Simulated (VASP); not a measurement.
A run of VASP 6.6.1 is set up as follows.

File POSCAR:

```
Os
1.0
    0.0000000000      1.9450000000      1.9450000000
    1.7991250000      0.0000000000      1.9450000000
    1.7991250000      1.9450000000      0.0000000000
Os
1
Direct
    0.0000000000      0.0000000000      0.0000000000
```

INCAR.step1

```
ALGO     = Normal         # electronic algorithm
EDIFF    = 1E-4           # SCF threshold, eV
ENCUT    = 520            # plane-wave cutoff, eV
GGA      = PE             # functional
ISMEAR   = 0              # smearing method
LASPH    = True           # aspherical terms in the spheres
LCHARG   = False          # write CHGCAR
LREAL    = False          # projectors in reciprocal space
LWAVE    = True           # write WAVECAR
NBANDS   = 10             # bands
NELM     = 60             # most SCF steps
PREC     = Accurate       # precision mode
SIGMA    = 0.15           # smearing width, eV
```

The input INCAR.step2:

```
ALGO     = Normal         # electronic algorithm
EDIFF    = 1E-6           # SCF threshold, eV
ENCUT    = 520            # plane-wave cutoff, eV
ISIF     = 2              # what is computed and relaxed
ISMEAR   = 0              # smearing method
ISTART   = 1            
LASPH    = True           # aspherical terms in the spheres
LCHARG   = False          # write CHGCAR
LMIXTAU  = True         
LREAL    = False          # projectors in reciprocal space
LWAVE    = False          # write WAVECAR
METAGGA  = R2SCAN         # meta-GGA
NBANDS   = 10             # bands
NELM     = 60             # most SCF steps
PREC     = Accurate       # precision mode
SIGMA    = 0.15           # smearing width, eV
```

The input KPOINTS:

```
k-points
0
Gamma
  20 20 20
```

Potentials or basis: VASP PAW PBE potentials, release 64 (Os).

Launch:

```bash
$ cat potpaw_PBE.64/Os/POTCAR > POTCAR
$ cp INCAR.step1 INCAR
$ mpirun -np 1 vasp_std > vasp.out
$ cp INCAR.step2 INCAR
$ mpirun -np 1 vasp_std > vasp.out
```

(1) Predict the pressure.

(2) Estimate the band gap on the k mesh.

## Answers

(1) 17.8 GPa.

(2) zero (bands 4 and 5 overlap by 5.21 eV).

Caveat: the cell differs from its parent crystal (strain -0.0750 x Voigt [1, 0, 0, 0, 0, 0]); the stress differs along the axes, from 7 to 39 GPa; the PAW data sets were made with another functional, which shifts forces and pressure a little; spin-orbit coupling is left out, which moves the levels of the heavy elements.
